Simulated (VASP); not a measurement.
A run of VASP 6.6.1 is set up as follows.

INCAR

```
PREC = Accurate
ENCUT = 520
EDIFF = 1E-6
ISMEAR = 0
SIGMA = 0.05
LREAL = F
LASPH = T
NELM = 80
ALGO = Normal
ISIF = 2
LWAVE = F
LCHARG = F
GGA = PE
IVDW = 12
NBANDS = 28
```

Contents of KPOINTS:

```
regular mesh
0
Gamma
  8 8 6
```

Contents of POSCAR:

```
SnSe
1.0
    0.0000000000     -2.9887688397     -2.9887688397
    0.0000000000      2.9887688397     -2.9887688397
    5.9775376794      0.0000000000      0.0000000000
Sn Se
2 2
Direct
    0.5000000000      0.5000000000      0.5000000000
    0.0000000000      0.0000000000      0.0000000000
    0.5000000000      0.5000000000      0.0000000000
    0.0000000000      0.0000000000      0.5000000000
```

Potentials or basis: VASP PAW PBE potentials, release 64 (Sn_d, Se).

The run is started by

```console
$ cat potpaw_PBE.64/Sn_d/POTCAR potpaw_PBE.64/Se/POTCAR > POTCAR
$ mpirun -np 1 vasp_std > vasp.out
```

Q: Predict the dispersion energy per atom.

A: -0.361 eV.

Q: Estimate the pressure.

A: -0.1 GPa.
